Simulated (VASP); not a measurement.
# PbS (R3m) in VASP: further runs

PbS is run at these levels: PBE0; tasks: single point.

Everything below comes from runs of VASP 6.6.1. Logs are shortened: lines on timing, memory, paths and dates and some standing lists are left out, and cuts for length are marked.

### 1 The cell of the first run

It takes space group R3m (No. 160, trigonal). The conventional cell has a = 4.225 Å, b = 4.225 Å, c = 10.356 Å, α = 90.00°, β = 90.00°, γ = 120.00°. Within 3.9 Å of Pb (site symmetry 3m) lie 6 S at 2.96 to 3.02 Å. Within 3.9 Å of S (site symmetry 3m) lie 6 Pb at 2.96 to 3.02 Å.

### 2 Single point, PBE0

File POSCAR:

```
PbS
1.0
    2.1126617058      1.2197458045      3.4519162518
   -2.1126617058      1.2197458045      3.4519162518
    0.0000000000     -2.4394916091      3.4519162518
Pb S
1 1
Direct
    0.9805657800      0.9805657800      0.9805657800
    0.4750355500      0.4750355500      0.4750355500
```

File INCAR.step1:

```
SYSTEM = PbS
ALGO = Normal
EDIFF = 1E-5
ENCUT = 520
GGA = PE
ISIF = 2
ISMEAR = -1
LASPH = .TRUE.
LCHARG = .FALSE.
LREAL = .FALSE.
LWAVE = .TRUE.
NBANDS = 17
NELM = 80
PREC = Accurate
SIGMA = 0.05
```

File INCAR.step2:

```
SYSTEM = PbS
AEXX = 0.25
ALGO = Normal
EDIFF = 1E-7
ENCUT = 520
GGA = PE
ISIF = 2
ISMEAR = -1
ISTART = 1
LASPH = .TRUE.
LCHARG = .FALSE.
LHFCALC = .TRUE.
LREAL = .FALSE.
LWAVE = .FALSE.
NBANDS = 17
NELM = 80
PREC = Accurate
PRECFOCK = Normal
SIGMA = 0.05
```

File KPOINTS:

```
k-points
0
G
  4 4 4
  0 0 0
```

Potentials or basis: VASP PAW PBE potentials, release 64 (Pb_d, S).

Command:

```bash
$ cat potpaw_PBE.64/Pb_d/POTCAR potpaw_PBE.64/S/POTCAR > POTCAR
$ cp INCAR.step1 INCAR
$ mpirun -np 1 vasp_std > vasp.out
$ cp INCAR.step2 INCAR
$ mpirun -np 1 vasp_std > vasp.out
```

OUTCAR:

```text
SYSTEM = PbS
   AEXX = 0.25
   EDIFF = 1E-7
   ENCUT = 520
   GGA = PE
   ISIF = 2
   ISMEAR = -1
   ISTART = 1
   LASPH = .TRUE.
   LHFCALC = .TRUE.
   LREAL = .FALSE.
   NELM = 80
   PREC = Accurate
   PRECFOCK = Normal

 ion  position               nearest neighbor table
   1  0.981  0.981  0.981-   2 2.96   2 2.96   2 2.96   2 3.02   2 3.02   2 3.02
   2  0.475  0.475  0.475-   1 2.96   1 2.96   1 2.96   1 3.02   1 3.02   1 3.02

  LATTYP: Found a trigonal (rhomboedric) cell.
 ALAT       =     4.2269191050
 COS(alpha) =     0.5003774362

  Lattice vectors:

 A1 = (   2.1126617058,   1.2197458045,   3.4519162518)
 A2 = (  -2.1126617058,   1.2197458045,   3.4519162518)
 A3 = (   0.0000000000,  -2.4394916091,   3.4519162518)

Analysis of symmetry for initial positions (statically):
=====================================================================
 Subroutine PRICEL returns:
 Original cell was already a primitive cell.

 Routine SETGRP: Setting up the symmetry group for a
 trigonal (rhombohedral) supercell.

 Subroutine GETGRP returns: Found  6 space group operations
 (whereof  6 operations were pure point group operations)
 out of a pool of 12 trial point group operations.

The static configuration has the point symmetry C_3v.

Analysis of symmetry for dynamics (positions and initial velocities):
=====================================================================
 Subroutine PRICEL returns:
 Original cell was already a primitive cell.

 Routine SETGRP: Setting up the symmetry group for a
 trigonal (rhombohedral) supercell.

 Subroutine GETGRP returns: Found  6 space group operations
 (whereof  6 operations were pure point group operations)
 out of a pool of 12 trial point group operations.

The dynamic configuration has the point symmetry C_3v.

 Subroutine INISYM returns: Found  6 space group operations
 (whereof  6 operations are pure point group operations),
 and found     1 'primitive' translations

----------------------------------------------------------------------------------------

                                     Primitive cell

  volume of cell :      53.3717

  direct lattice vectors                    reciprocal lattice vectors
     2.112661706  1.219745805  3.451916252     0.236668274  0.136640492  0.096564722
    -2.112661706  1.219745805  3.451916252    -0.236668274  0.136640492  0.096564722
     0.000000000 -2.439491609  3.451916252     0.000000000 -0.273280984  0.096564722

  length of vectors
     4.226919105  4.226919105  4.226919105     0.289840028  0.289840028  0.289840028

  position of ions in fractional coordinates (direct lattice)
     0.980565780  0.980565780  0.980565780
     0.475035550  0.475035550  0.475035550

  ion indices of the primitive-cell ions
   primitive index   ion index
                 1           1
                 2           2

----------------------------------------------------------------------------------------

 KPOINTS: k-points

Automatic generation of k-mesh.
 Grid dimensions read from file:
 generate k-points for:    4    4    4

 Generating k-lattice:

  Cartesian coordinates                     Fractional coordinates (reciprocal lattice)
     0.059167069  0.034160123  0.024141181     0.250000000  0.000000000  0.000000000
    -0.059167069  0.034160123  0.024141181     0.000000000  0.250000000  0.000000000
     0.000000000 -0.068320246  0.024141181     0.000000000  0.000000000  0.250000000

  Length of vectors
     0.072460007  0.072460007  0.072460007

  Shift w.r.t. Gamma in fractional coordinates (k-lattice)
     0.000000000  0.000000000  0.000000000

 Subroutine IBZKPT returns following result:
 ===========================================

 Found     13 irreducible k-points:

 Following reciprocal coordinates:
            Coordinates               Weight
  0.000000  0.000000  0.000000      1.000000
  0.250000  0.000000  0.000000      6.000000
  0.500000  0.000000  0.000000      3.000000
  0.250000  0.250000  0.000000      6.000000
  0.500000  0.250000 -0.000000     12.000000
[... 42 lines left out ...]

  energy without entropy =      -11.45777564  energy(sigma->0) =      -11.45777566

 E-fermi :   5.6433     XC(G=0):  -7.5765

 val. band max:        4.8529815735   @ k =   0.5000   0.0000   0.0000
 cond. band min:       6.4334598254   @ k =   0.5000   0.0000   0.0000
 fundamental gap:      1.5804782519
 Fermi energy:         5.6433019394

 k-point     1 :       0.0000    0.0000    0.0000
  band No.  band energies     occupation
      1     -13.7280      2.00000
      2     -13.7276      2.00000
      3     -13.7276      2.00000
      4     -13.7238      2.00000
      5     -13.7238      2.00000
      6     -10.1245      2.00000
[... 9 lines left out ...]
     16      13.1232      0.00000
     17      14.9719      0.00000

 k-point     2 :       0.2500    0.0000    0.0000
  band No.  band energies     occupation
      1     -13.7413      2.00000
      2     -13.7408      2.00000
      3     -13.7261      2.00000
      4     -13.7064      2.00000
      5     -13.7062      2.00000
      6      -9.6040      2.00000
[... 9 lines left out ...]
     16      14.3893      0.00000
     17      18.2805      0.00000

 k-point     3 :       0.5000    0.0000    0.0000
  band No.  band energies     occupation
      1     -13.7578      2.00000
      2     -13.7570      2.00000
      3     -13.7256      2.00000
      4     -13.6858      2.00000
      5     -13.6854      2.00000
      6      -8.8605      2.00000
[... 9 lines left out ...]
     16      16.7633      0.00000
     17      17.0714      0.00000

 k-point     4 :       0.2500    0.2500    0.0000
  band No.  band energies     occupation
      1     -13.7839      2.00000
      2     -13.7393      2.00000
      3     -13.7121      2.00000
      4     -13.7009      2.00000
      5     -13.7007      2.00000
      6      -9.4087      2.00000
[... 9 lines left out ...]
     16      16.4718      0.00000
     17      16.5906      0.00000
[... 123 lines left out ...]
      1     -13.8144      2.00000
      2     -13.7295      2.00000
      3     -13.7270      2.00000
      4     -13.6928      2.00000
      5     -13.6809      2.00000
      6      -8.6576      2.00000
[... 9 lines left out ...]
     16      17.3925      0.00000
     17      18.0283      0.00000

 k-point    12 :      -0.2500    0.5000    0.2500
  band No.  band energies     occupation
      1     -13.8348      2.00000
      2     -13.7260      2.00000
      3     -13.7130      2.00000
      4     -13.7128      2.00000
      5     -13.6723      2.00000
      6      -8.3798      2.00000
[... 9 lines left out ...]
     16      18.5936      0.00000
     17      19.0018      0.00000

 k-point    13 :       0.5000    0.5000    0.5000
  band No.  band energies     occupation
      1     -13.7571      2.00000
      2     -13.7571      2.00000
      3     -13.7260      2.00000
      4     -13.6856      2.00000
      5     -13.6856      2.00000
      6      -8.8672      2.00000
[... 9 lines left out ...]
     16      16.7643      0.00000
     17      17.0848      0.00000

------------------------ aborting loop because EDIFF is reached ----------------------------------------

  FORCE on cell =-STRESS in cart. coord.  units (eV):
  Direction    XX          YY          ZZ          XY          YZ          ZX
  --------------------------------------------------------------------------------------
  -------------------------------------------------------------------------------------
  Total       -0.1086471     -0.1086471     -0.1028283      0.0000000      0.0000000      0.0000000
  in kB       -3.2615029     -3.2615029     -3.0868270      0.0000000      0.0000000      0.0000000
  external PRESSURE =      -3.2032776 kB  Pullay stress =       0.0000000 kB

 VOLUME and BASIS-vectors are now :
 -----------------------------------------------------------------------------
  energy-cutoff  :      520.00
  volume of cell :       53.37
      direct lattice vectors                 reciprocal lattice vectors
     2.112661706  1.219745805  3.451916252     0.236668274  0.136640492  0.096564722
    -2.112661706  1.219745805  3.451916252    -0.236668274  0.136640492  0.096564722
     0.000000000 -2.439491609  3.451916252     0.000000000 -0.273280984  0.096564722

 POSITION                                       TOTAL-FORCE (eV/Angst)
 -----------------------------------------------------------------------------------
      0.00000     -0.00000     10.15449         0.000000     -0.000000      0.025930
      0.00000     -0.00000      4.91935         0.000000      0.000000     -0.025930
 -----------------------------------------------------------------------------------
    total drift:                                0.000003      0.000003     -0.000130

  FREE ENERGIE OF THE ION-ELECTRON SYSTEM (eV)
  ---------------------------------------------------
  free  energy   TOTEN  =       -11.4577756693 eV

  energy  without entropy=      -11.4577756427  energy(sigma->0) =      -11.45777566
```

Run time: 8.7 min. Hardware: 1 thread of Intel Xeon Platinum 8375C at 2.90GHz (Ice Lake), shared host; peak memory 0.19 GiB.

Results:

| Property | Result |
| --- | --- |
| Free energy | -11.4578 eV |
| Pressure | -0.3 GPa |
| Largest force | 0.026 eV/Å |
| Band gap on the k mesh | 1.58 eV, direct |

Forces in eV/Å, atoms in the order of the input:
```
Pb   0.000  0.000  0.026
S    0.000  0.000 -0.026
```

Levels at points of the mesh, in eV from the valence-band top:
```tsv
k point	band 8	band 9	band 10	band 11	band 12	band 13
(0.00, 0.00, 0.00)	-2.44	-2.44	-2.43	6.70	6.73	6.73
(0.50, 0.00, 0.00)	-2.04	-2.04	0.00	1.58	3.27	3.28
(0.50, 0.50, 0.00)	-5.69	-3.80	-3.79	5.17	7.17	7.27
(0.50, 0.50, 0.50)	-2.04	-2.04	-0.02	1.60	3.27	3.27
```

Caveat: the k points lie up to 0.46 Å⁻¹ apart; the PAW data sets were made with another functional, which shifts forces and pressure a little; spin-orbit coupling is left out, which moves the levels of the heavy elements.

### 3 Single point, PBE0

This run uses another cell than the first one, of 27.22 Å³/atom, 1.020 times its volume.

File POSCAR:

```
PbS
1.0
    2.1266532507      1.2278238267      3.4747772906
   -2.1266532507      1.2278238267      3.4747772906
    0.0000000000     -2.4556476535      3.4747772906
Pb S
1 1
Direct
    0.9805657800      0.9805657800      0.9805657800
    0.4750355500      0.4750355500      0.4750355500
```

File INCAR.step1:

```
PREC = Accurate
ENCUT = 520
EDIFF = 1E-5
ISMEAR = -1
SIGMA = 0.05
LREAL = F
LASPH = T
NELM = 100
ALGO = Normal
ISIF = 2
LWAVE = T
NBANDS = 17
GGA = PE
```

File INCAR.step2:

```
PREC = Accurate
ENCUT = 520
EDIFF = 1E-6
ISMEAR = -1
SIGMA = 0.05
LREAL = F
LASPH = T
NELM = 100
ALGO = Normal
ISIF = 2
LWAVE = F
LCHARG = T
GGA = PE
LHFCALC = T
AEXX = 0.25
PRECFOCK = Normal
LELF = T
LVHAR = T
NBANDS = 17
ISTART = 1
```

File KPOINTS:

```
Automatic mesh
0
Gamma
  4 4 4
```

Potentials or basis: VASP PAW PBE potentials, release 64 (Pb_d, S).

Command:

```bash
$ cat potpaw_PBE.64/Pb_d/POTCAR potpaw_PBE.64/S/POTCAR > POTCAR
$ cp INCAR.step1 INCAR
$ mpirun -np 1 vasp_std > vasp.out
$ cp INCAR.step2 INCAR
$ mpirun -np 1 vasp_std > vasp.out
```

It took 14 min on 1 thread of Oxide Virtual Turin-like, shared host; peak memory 0.16 GiB.

The run converged. Its results:

* Free energy: -11.4525 eV
* Pressure: -1.4 GPa
* Largest force: 0.033 eV/Å
* Band gap on the k mesh: 1.66 eV, direct

Forces in eV/Å, atoms in the order of the input:
```
Pb   0.000  0.000  0.033
S    0.000  0.000 -0.033
```

Levels at points of the mesh, in eV from the valence-band top:
| k point | band 6 | band 7 | band 8 | band 9 | band 10 | band 11 | band 12 | band 13 | band 14 | band 15 |
| --- | --- | --- | --- | --- | --- | --- | --- | --- | --- | --- |
| (0.00, 0.00, 0.00) | -14.77 | -6.48 | -2.30 | -2.30 | -2.30 | 6.67 | 6.70 | 6.70 | 8.32 | 8.32 |
| (0.50, 0.00, 0.00) | -13.55 | -9.42 | -1.93 | -1.92 | 0.00 | 1.66 | 3.34 | 3.35 | 10.16 | 11.96 |
| (0.50, 0.50, 0.00) | -13.14 | -7.66 | -5.48 | -3.64 | -3.63 | 5.28 | 7.12 | 7.21 | 7.23 | 12.97 |
| (0.50, 0.50, 0.50) | -13.56 | -9.41 | -1.92 | -1.92 | -0.02 | 1.67 | 3.34 | 3.34 | 10.15 | 11.96 |

Caveat: the k points lie up to 0.45 Å⁻¹ apart; the PAW data sets were made with another functional, which shifts forces and pressure a little; spin-orbit coupling is left out, which moves the levels of the heavy elements. A k mesh can miss the band edges.

### 4 Single point, PBE0

This run uses another cell than the first one, of 27.75 Å³/atom, 1.040 times its volume.

File POSCAR:

```
PbS
1.0
    2.1404630743      1.2357969321      3.4973414117
   -2.1404630743      1.2357969321      3.4973414117
    0.0000000000     -2.4715938643      3.4973414117
Pb S
1 1
Direct
    0.9805657800      0.9805657800      0.9805657800
    0.4750355500      0.4750355500      0.4750355500
```

File INCAR.step1:

```
ALGO = Normal ; EDIFF = 1E-5
ENCUT = 520 ; GGA = PE
ISIF = 2 ; ISMEAR = -1
LASPH = True ; LREAL = False
LWAVE = True ; NBANDS = 17
NELM = 100 ; PREC = Accurate
SIGMA = 0.05
```

File INCAR.step2:

```
AEXX = 0.25 ; ALGO = Normal
EDIFF = 1E-7 ; ENCUT = 520
GGA = PE ; ISIF = 2
ISMEAR = -1 ; ISTART = 1
LASPH = True ; LCHARG = True
LELF = True ; LHFCALC = True
LREAL = False ; LVHAR = True
LWAVE = False ; NBANDS = 17
NELM = 100 ; PREC = Accurate
PRECFOCK = Normal ; SIGMA = 0.05
```

File KPOINTS:

```
k-points
0
Gamma
  4 4 4
```

Command:

```bash
$ cat potpaw_PBE.64/Pb_d/POTCAR potpaw_PBE.64/S/POTCAR > POTCAR
$ cp INCAR.step1 INCAR
$ mpirun -np 1 vasp_std > vasp.out
$ cp INCAR.step2 INCAR
$ mpirun -np 1 vasp_std > vasp.out
```

Run time: 16 min. Hardware: 1 thread of Oxide Virtual Turin-like, shared host; peak memory 0.16 GiB.

The run converged. Its results:

| Quantity | Value |
| --- | --- |
| Free energy | -11.4404 eV |
| Pressure | -2.4 GPa |
| Largest force | 0.041 eV/Å |
| Band gap on the k mesh | 1.73 eV, direct |

Forces on the atoms (eV/Å):
```
Pb   0.000  0.000  0.041
S    0.000  0.000 -0.041
```

Levels at points of the mesh, in eV from the valence-band top:
| k point | band 7 | band 8 | band 9 | band 10 | band 11 | band 12 | band 13 | band 14 |
| --- | --- | --- | --- | --- | --- | --- | --- | --- |
| (0.00, 0.00, 0.00) | -6.50 | -2.18 | -2.18 | -2.18 | 6.63 | 6.66 | 6.66 | 8.39 |
| (0.50, 0.00, 0.00) | -9.28 | -1.82 | -1.81 | 0.00 | 1.73 | 3.41 | 3.41 | 10.15 |
| (0.50, 0.50, 0.00) | -7.61 | -5.29 | -3.48 | -3.47 | 5.38 | 7.07 | 7.16 | 7.18 |
| (0.50, 0.50, 0.50) | -9.27 | -1.81 | -1.81 | -0.01 | 1.74 | 3.40 | 3.40 | 10.14 |

Caveat: the k points lie up to 0.45 Å⁻¹ apart; the PAW data sets were made with another functional, which shifts forces and pressure a little; spin-orbit coupling is left out, which moves the levels of the heavy elements.

### 5 Single point, PBE0

This run uses another cell than the first one, of 28.29 Å³/atom, 1.060 times its volume.

File POSCAR:

```
PbS
1.0
    2.1540969647      1.2436684624      3.5196180723
   -2.1540969647      1.2436684624      3.5196180723
    0.0000000000     -2.4873369248      3.5196180723
Pb S
1 1
Direct
    0.9805657800      0.9805657800      0.9805657800
    0.4750355500      0.4750355500      0.4750355500
```

File INCAR.step1:

```
SYSTEM = PbS
PREC     = Accurate       ! precision mode
ENCUT    = 520            ! plane-wave cutoff, eV
EDIFF    = 1E-5           ! SCF threshold, eV
ISMEAR   = -1             ! smearing method
SIGMA    = 0.05           ! smearing width, eV
LREAL    = .FALSE.        ! projectors in reciprocal space
LASPH    = .TRUE.         ! aspherical terms in the spheres
NELM     = 60             ! most SCF steps
ALGO     = Normal         ! electronic algorithm
ISIF     = 2              ! what is computed and relaxed
LWAVE    = .TRUE.         ! write WAVECAR
LCHARG   = .FALSE.        ! write CHGCAR
GGA      = PE             ! functional
NBANDS   = 17             ! bands
```

File INCAR.step2:

```
SYSTEM = PbS
PREC     = Accurate       ! precision mode
ENCUT    = 520            ! plane-wave cutoff, eV
EDIFF    = 1E-6           ! SCF threshold, eV
ISMEAR   = -1             ! smearing method
SIGMA    = 0.05           ! smearing width, eV
LREAL    = .FALSE.        ! projectors in reciprocal space
LASPH    = .TRUE.         ! aspherical terms in the spheres
NELM     = 60             ! most SCF steps
ALGO     = Normal         ! electronic algorithm
ISIF     = 2              ! what is computed and relaxed
LWAVE    = .FALSE.        ! write WAVECAR
LCHARG   = .FALSE.        ! write CHGCAR
GGA      = PE             ! functional
LHFCALC  = .TRUE.         ! exact exchange
AEXX     = 0.25           ! exact-exchange fraction
PRECFOCK = Normal       
ISTART   = 1            
NBANDS   = 17             ! bands
```

File KPOINTS:

```
Automatic mesh
0
G
  4 4 4
  0 0 0
```

Command:

```bash
$ cat potpaw_PBE.64/Pb_d/POTCAR potpaw_PBE.64/S/POTCAR > POTCAR
$ cp INCAR.step1 INCAR
$ mpirun -np 1 vasp_std > vasp.out
$ cp INCAR.step2 INCAR
$ mpirun -np 1 vasp_std > vasp.out
```

It took 22 min on 1 thread of Oxide Virtual Turin-like, shared host; peak memory 0.17 GiB.

The run converged. Its results:

| Property | Result |
| --- | --- |
| Free energy | -11.4222 eV |
| Pressure | -3.3 GPa |
| Largest force | 0.048 eV/Å |
| Band gap on the k mesh | 1.79 eV, direct |

Forces on the atoms (eV/Å):
```
Pb   0.000  0.000  0.048
S    0.000  0.000 -0.048
```

Levels at points of the mesh, in eV from the valence-band top:
| k point | band 7 | band 8 | band 9 | band 10 | band 11 | band 12 | band 13 | band 14 |
| --- | --- | --- | --- | --- | --- | --- | --- | --- |
| (0.00, 0.00, 0.00) | -6.51 | -2.06 | -2.06 | -2.06 | 6.60 | 6.62 | 6.62 | 8.45 |
| (0.50, 0.00, 0.00) | -9.15 | -1.71 | -1.71 | 0.00 | 1.79 | 3.46 | 3.47 | 10.14 |
| (0.50, 0.50, 0.00) | -7.56 | -5.10 | -3.33 | -3.33 | 5.48 | 7.02 | 7.10 | 7.12 |
| (0.50, 0.50, 0.50) | -9.14 | -1.71 | -1.71 | -0.01 | 1.80 | 3.46 | 3.46 | 10.13 |

Caveat: the k points lie up to 0.45 Å⁻¹ apart; the PAW data sets were made with another functional, which shifts forces and pressure a little; spin-orbit coupling is left out, which moves the levels of the heavy elements.

### 6 The runs side by side

```tsv
cell	gap on the mesh (eV)	pressure (GPa)	largest force (eV/Å)
a = 4.227 Å, angles 60.0°, 2 atoms	1.58	-0.3	0.03
a = 4.255 Å, angles 60.0°, 2 atoms	1.66	-1.4	0.03
a = 4.283 Å, angles 60.0°, 2 atoms	1.73	-2.4	0.04
a = 4.310 Å, angles 60.0°, 2 atoms	1.79	-3.3	0.05
```

Alike in all rows: task single point; level PBE0; potentials or basis VASP PAW PBE potentials, release 64 (Pb_d, S); no spin polarisation; k mesh 4 × 4 × 4; cutoff (eV) 520; smearing fermi-dirac 0.05 eV.

Caveats: all runs use coarse meshes; the PAW data sets were made with another functional, which shifts forces and pressure a little; spin-orbit coupling is left out, which moves the levels of the heavy elements.

Total energies depend on the potentials used, so only differences within one code and one set of settings carry meaning.
